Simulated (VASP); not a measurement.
# BiTe (R-3m) in VASP: single point with r2SCAN

Aim: the single point of BiTe with r2SCAN.

Program: VASP 6.6.1. These are calculated values, not measurements. Logs are shortened: lines on timing, memory, paths and dates and some standing lists are left out, and cuts for length are marked.

## Step 1: The cell of the first run

The structure is trigonal, space group R-3m (No. 166). Conventional cell: a = 4.560 Å, b = 4.560 Å, c = 11.238 Å, α = 90.00°, β = 90.00°, γ = 120.00°. Within 4.3 Å of Bi (site symmetry -3m) lie 6 Te at 3.23 Å. Within 4.3 Å of Te (site symmetry -3m) lie 6 Bi at 3.23 Å.

## Step 2: Single point, r2SCAN

The input, POSCAR:

```
BiTe
1.0
    2.2798553017      1.3162750721      3.7460294970
   -2.2798553017      1.3162750721      3.7460294970
    0.0000000000     -2.6325501443      3.7460294970
Bi Te
1 1
Direct
    0.5000000000      0.5000000000      0.5000000000
    0.0000000000      0.0000000000      0.0000000000
```

The input, INCAR.step1:

```
SYSTEM = BiTe
PREC     = Accurate       ! precision mode
ENCUT    = 520            ! plane-wave cutoff, eV
ISMEAR   = -1             ! smearing method
SIGMA    = 0.1            ! smearing width, eV
LREAL    = .False.        ! projectors in reciprocal space
LASPH    = .True.         ! aspherical terms in the spheres
NELM     = 80             ! most SCF steps
NBANDS   = 18             ! bands
GGA      = PE             ! functional
ALGO     = Normal         ! electronic algorithm
EDIFF    = 1E-4           ! SCF threshold, eV
LWAVE    = .True.         ! write WAVECAR
LCHARG   = .False.        ! write CHGCAR
```

The input, INCAR.step2:

```
SYSTEM = BiTe
PREC     = Accurate       ! precision mode
ENCUT    = 520            ! plane-wave cutoff, eV
EDIFF    = 1E-7           ! SCF threshold, eV
ISMEAR   = -1             ! smearing method
SIGMA    = 0.1            ! smearing width, eV
LREAL    = .False.        ! projectors in reciprocal space
LASPH    = .True.         ! aspherical terms in the spheres
NELM     = 80             ! most SCF steps
ALGO     = Normal         ! electronic algorithm
ISIF     = 2              ! what is computed and relaxed
LWAVE    = .False.        ! write WAVECAR
LCHARG   = .False.        ! write CHGCAR
METAGGA  = R2SCAN         ! meta-GGA
LMIXTAU  = .True.       
NBANDS   = 18             ! bands
ISTART   = 1
```

The input, KPOINTS:

```
regular mesh
0
Gamma
  12 12 12
  0 0 0
```

Potentials or basis: VASP PAW PBE potentials, release 64 (Bi_d, Te).

Run with:

```console
> cat potpaw_PBE.64/Bi_d/POTCAR potpaw_PBE.64/Te/POTCAR > POTCAR
> cp INCAR.step1 INCAR
> mpirun -np 1 vasp_std > vasp.out
> cp INCAR.step2 INCAR
> mpirun -np 1 vasp_std > vasp.out
```

OUTCAR:

```text
SYSTEM = BiTe
   PREC = Accurate
   ENCUT = 520
   EDIFF = 1E-7
   ISMEAR = -1
   LREAL = .False.
   LASPH = .True.
   NELM = 80
   ISIF = 2
   METAGGA = R2SCAN
   ISTART = 1

 ion  position               nearest neighbor table
   1  0.500  0.500  0.500-   2 3.23   2 3.23   2 3.23   2 3.23   2 3.23   2 3.23
   2  0.000  0.000  0.000-   1 3.23   1 3.23   1 3.23   1 3.23   1 3.23   1 3.23

  LATTYP: Found a trigonal (rhomboedric) cell.
 ALAT       =     4.5785431367
 COS(alpha) =     0.5041047560

  Lattice vectors:

 A1 = (   2.2798553017,   1.3162750721,   3.7460294970)
 A2 = (  -2.2798553017,   1.3162750721,   3.7460294970)
 A3 = (   0.0000000000,  -2.6325501443,   3.7460294970)

Analysis of symmetry for initial positions (statically):
=====================================================================
 Subroutine PRICEL returns:
 Original cell was already a primitive cell.

 Routine SETGRP: Setting up the symmetry group for a
 trigonal (rhombohedral) supercell.

 Subroutine GETGRP returns: Found 12 space group operations
 (whereof 12 operations were pure point group operations)
 out of a pool of 12 trial point group operations.

The static configuration has the point symmetry D_3d.

Analysis of symmetry for dynamics (positions and initial velocities):
=====================================================================
 Subroutine PRICEL returns:
 Original cell was already a primitive cell.

 Routine SETGRP: Setting up the symmetry group for a
 trigonal (rhombohedral) supercell.

 Subroutine GETGRP returns: Found 12 space group operations
 (whereof 12 operations were pure point group operations)
 out of a pool of 12 trial point group operations.

The dynamic configuration has the point symmetry D_3d.

 Subroutine INISYM returns: Found 12 space group operations
 (whereof 12 operations are pure point group operations),
 and found     1 'primitive' translations

----------------------------------------------------------------------------------------

                                     Primitive cell

  volume of cell :      67.4491

  direct lattice vectors                    reciprocal lattice vectors
     2.279855302  1.316275072  3.746029497     0.219312164  0.126619937  0.088983104
    -2.279855302  1.316275072  3.746029497    -0.219312164  0.126619937  0.088983104
     0.000000000 -2.632550144  3.746029497     0.000000000 -0.253239874  0.088983104

  length of vectors
     4.578543137  4.578543137  4.578543137     0.268418380  0.268418380  0.268418380

  position of ions in fractional coordinates (direct lattice)
     0.500000000  0.500000000  0.500000000
     0.000000000  0.000000000  0.000000000

  ion indices of the primitive-cell ions
   primitive index   ion index
                 1           1
                 2           2

----------------------------------------------------------------------------------------

 KPOINTS: regular mesh

Automatic generation of k-mesh.
 Grid dimensions read from file:
 generate k-points for:   12   12   12

 Generating k-lattice:

  Cartesian coordinates                     Fractional coordinates (reciprocal lattice)
     0.018276014  0.010551661  0.007415259     0.083333333 -0.000000000 -0.000000000
    -0.018276014  0.010551661  0.007415259    -0.000000000  0.083333333 -0.000000000
     0.000000000 -0.021103323  0.007415259     0.000000000  0.000000000  0.083333333

  Length of vectors
     0.022368198  0.022368198  0.022368198

  Shift w.r.t. Gamma in fractional coordinates (k-lattice)
     0.000000000  0.000000000  0.000000000

 Subroutine IBZKPT returns following result:
 ===========================================

 Found    189 irreducible k-points:

 Following reciprocal coordinates:
            Coordinates               Weight
  0.000000  0.000000  0.000000      1.000000
  0.083333  0.000000  0.000000      6.000000
  0.166667  0.000000 -0.000000      6.000000
  0.250000  0.000000 -0.000000      6.000000
  0.333333  0.000000  0.000000      6.000000
  0.416667  0.000000  0.000000      6.000000
[... 16 lines left out ...]
  0.500000  0.166667  0.000000     12.000000
 -0.416667  0.166667  0.000000     12.000000
 [... further k-points ...]
   k-points           NKPTS =    189   k-points in BZ     NKDIM =    189   number of bands    NBANDS=     18
   number of dos      NEDOS =    301   number of ions     NIONS =      2
   total plane-waves  NPLWV =  46656
   dimension x,y,z NGX =    36 NGY =   36 NGZ =   36
   dimension x,y,z NGXF=    72 NGYF=   72 NGZF=   72
   ions per type =               1   1
   NGX,Y,Z   is equivalent  to a cutoff of  13.07, 13.07, 13.07 a.u.
   NGXF,Y,Z  is equivalent  to a cutoff of  26.14, 26.14, 26.14 a.u.
 SYSTEM =  BiTe
   PREC   = accura    normal or accurate (medium, high low for compatibility)
   ISTART =      1    job   : 0-new  1-cont  2-samecut
   ICHARG =      0    charge: 1-file 2-atom 10-const
   ISPIN  =      1    spin polarized calculation?
   LNONCOLLINEAR =      F non collinear calculations
   LSORBIT =      F    spin-orbit coupling
   LASPH  =      T    aspherical Exc in radial PAW
   ENCUT  =  520.0 eV  38.22 Ry    6.18 a.u.   8.51  8.51  8.51*2*pi/ulx,y,z
   NELM   =     80;   NELMIN=  2; NELMDL=  0     # of ELM steps
   EDIFF  = 0.1E-06   stopping-criterion for ELM
   LREAL  =      F    real-space projection
   EDIFFG = 0.1E-05   stopping-criterion for IOM
   NSW    =      0    number of steps for IOM
   IBRION =     -1    ionic relax: 0-MD 1-quasi-New 2-CG
   NFREE  =      0    steps in history (QN), initial steepest desc. (CG)
   ISIF   =      2    stress and relaxation
   ISYM   =      2    0-nonsym 1-usesym 2-fastsym
   POTIM  = 0.5000    time-step for ionic-motion
   TEBEG  =    0.0;   TEEND  =   0.0 temperature during run
   PSTRESS=    0.0 pullay stress
   NELECT =      21.0000    total number of electrons
   NUPDOWN=      -1.0000    fix difference up-down
   EMIN   =  10.00;   EMAX   =-10.00  energy-range for DOS
   EFERMI =   0.00;   METHOD = LEGACY
   ISMEAR =    -1;   SIGMA  =   0.10  broadening in eV -4-tet -1-fermi 0-gaus
   EFERMI_NEDOS =   21; number of points for ismear=-14 and -15
   IALGO  =     38    algorithm
   IMIX   =      4    mixing-type and parameters
     AMIX     =   0.40;   BMIX     =  1.00
     AMIX_MAG =   1.60;   BMIX_MAG =  1.00
  volume/ion in A,a.u.               =      33.72       227.58
  Fermi-wavevector in a.u.,A,eV,Ry     =   1.109573  2.096789 16.750837  1.231152
  Thomas-Fermi vector in A             =   2.246114
   LORBIT       =      0    0 simple, 1 ext, 2 COOP (PROOUT), +10 PAW based schemes
   METAGGA = R2SCAN    functional components
   LHFCALC =     F    Hartree Fock is set to
   AEXX    =    0.0000 exact exchange contribution
   IVDW    =     0    specifies the selected vdW correction
   LEPSILON=     F    determine dielectric tensor
   LRPA    =     F    only Hartree local field effects (RPA)
 non-spin polarized calculation
  energy-cutoff  :      520.00
  volume of cell :       67.45
 maximum number of plane-waves:      1838
 NGX is ok and might be reduce to    36
   NGX = 17   NGY = 17   NGZ = 17

 number of electron      21.0000002 magnetization

 Free energy of the ion-electron system (eV)
  ---------------------------------------------------
  ext. energy  EPLUGINS =         0.00000000
  ---------------------------------------------------
  free energy    TOTEN  =       -84.05023946 eV

  energy without entropy =      -84.00455621  energy(sigma->0) =      -84.02739783

 E-fermi :   6.6598     XC(G=0): -10.0201

 val. band max:        6.6577670849   @ k =   0.3333   0.3333   0.3333
 cond. band min:       6.6623400918   @ k =   0.3333   0.3333   0.3333
 fundamental gap:      0.0045730069
 Fermi energy:         6.6598406273

 k-point     1 :       0.0000    0.0000    0.0000
  band No.  band energies     occupation
      1     -17.2660      2.00000
      2     -17.2660      2.00000
      3     -17.2610      2.00000
      4     -17.2597      2.00000
      5     -17.2597      2.00000
      6      -7.5397      2.00000
[... 10 lines left out ...]
     17      13.4248      0.00000
     18      13.6113      0.00000

 k-point     2 :       0.0833    0.0000    0.0000
  band No.  band energies     occupation
      1     -17.2663      2.00000
      2     -17.2663      2.00000
      3     -17.2607      2.00000
      4     -17.2596      2.00000
      5     -17.2593      2.00000
      6      -7.4735      2.00000
[... 10 lines left out ...]
     17      13.8486      0.00000
     18      14.0021      0.00000

 k-point     3 :       0.1667    0.0000   -0.0000
  band No.  band energies     occupation
      1     -17.2673      2.00000
      2     -17.2672      2.00000
      3     -17.2596      2.00000
      4     -17.2590      2.00000
      5     -17.2580      2.00000
      6      -7.2760      2.00000
[... 10 lines left out ...]
     17      14.8727      0.00000
     18      14.9867      0.00000

 k-point     4 :       0.2500    0.0000   -0.0000
  band No.  band energies     occupation
      1     -17.2687      2.00000
      2     -17.2686      2.00000
      3     -17.2589      2.00000
      4     -17.2574      2.00000
      5     -17.2560      2.00000
      6      -6.9510      2.00000
[... 375 lines left out ...]
      4     -17.2539      2.00000
      5     -17.2527      2.00000
      6      -6.1609      2.00000
[... 10 lines left out ...]
     17      15.7906      0.00000
     18      16.7052      0.00000

 k-point    23 :       0.5000    0.1667    0.0000
  band No.  band energies     occupation
      1     -17.2742      2.00000
      2     -17.2688      2.00000
      3     -17.2578      2.00000
      4     -17.2536      2.00000
      5     -17.2522      2.00000
      6      -5.6279      2.00000
[... 10 lines left out ...]
     17      15.9455      0.00000
     18      16.8339      0.00000

 k-point    24 :      -0.4167    0.1667    0.0000
  band No.  band energies     occupation
      1     -17.2733      2.00000
      2     -17.2699      2.00000
      3     -17.2569      2.00000
      4     -17.2538      2.00000
      5     -17.2525      2.00000
      6      -5.4181      2.00000
[... 10 lines left out ...]
     17      16.7217      0.00000
     18      17.9963      0.00000

 [... further k-points ...]
[... 5 lines left out ...]
  --------------------------------------------------------------------------------------
  -------------------------------------------------------------------------------------
  Total        0.0791448      0.0791448      0.0797636      0.0000000     -0.0000000      0.0000000
  in kB        1.8799938      1.8799938      1.8946941      0.0000000     -0.0000000      0.0000000
  external PRESSURE =       1.8848939 kB  Pullay stress =       0.0000000 kB

 VOLUME and BASIS-vectors are now :
 -----------------------------------------------------------------------------
  energy-cutoff  :      520.00
  volume of cell :       67.45
      direct lattice vectors                 reciprocal lattice vectors
     2.279855302  1.316275072  3.746029497     0.219312164  0.126619937  0.088983104
    -2.279855302  1.316275072  3.746029497    -0.219312164  0.126619937  0.088983104
     0.000000000 -2.632550144  3.746029497     0.000000000 -0.253239874  0.088983104

 POSITION                                       TOTAL-FORCE (eV/Angst)
 -----------------------------------------------------------------------------------
      0.00000     -0.00000      5.61904         0.000000      0.000000      0.000000
      0.00000      0.00000      0.00000        -0.000000     -0.000000     -0.000000
 -----------------------------------------------------------------------------------
    total drift:                               -0.000000     -0.000000      0.000000

  FREE ENERGIE OF THE ION-ELECTRON SYSTEM (eV)
  ---------------------------------------------------
  free  energy   TOTEN  =       -84.0502394617 eV

  energy  without entropy=      -84.0045562079  energy(sigma->0) =      -84.02739783
```

Wall time 10 min (1 thread of Intel Xeon 6975P-C, shared host); peak memory 0.39 GiB.

Results:

```yaml
Free_energy: -84.0502 eV
Pressure: 0.2 GPa
```

Levels at points of the mesh, in eV from the Fermi level:
| k point | band 7 | band 8 | band 9 | band 10 | band 11 | band 12 | band 13 | band 14 |
| --- | --- | --- | --- | --- | --- | --- | --- | --- |
| (0.00, 0.00, 0.00) | -8.31 | -2.87 | -2.81 | -2.81 | 2.23 | 2.23 | 2.25 | 4.93 |
| (0.50, 0.00, 0.00) | -11.76 | -2.16 | -2.14 | -1.66 | -0.75 | -0.71 | -0.71 | 7.83 |
| (0.50, 0.50, 0.00) | -10.34 | -6.01 | -4.36 | -4.32 | 2.48 | 3.76 | 3.78 | 5.26 |
| (0.50, 0.50, 0.50) | -11.77 | -2.12 | -2.12 | -1.63 | -0.69 | -0.69 | -0.68 | 7.80 |

Caveat: the PAW data sets were made with another functional, which shifts forces and pressure a little; spin-orbit coupling is left out, which moves the levels of the heavy elements.
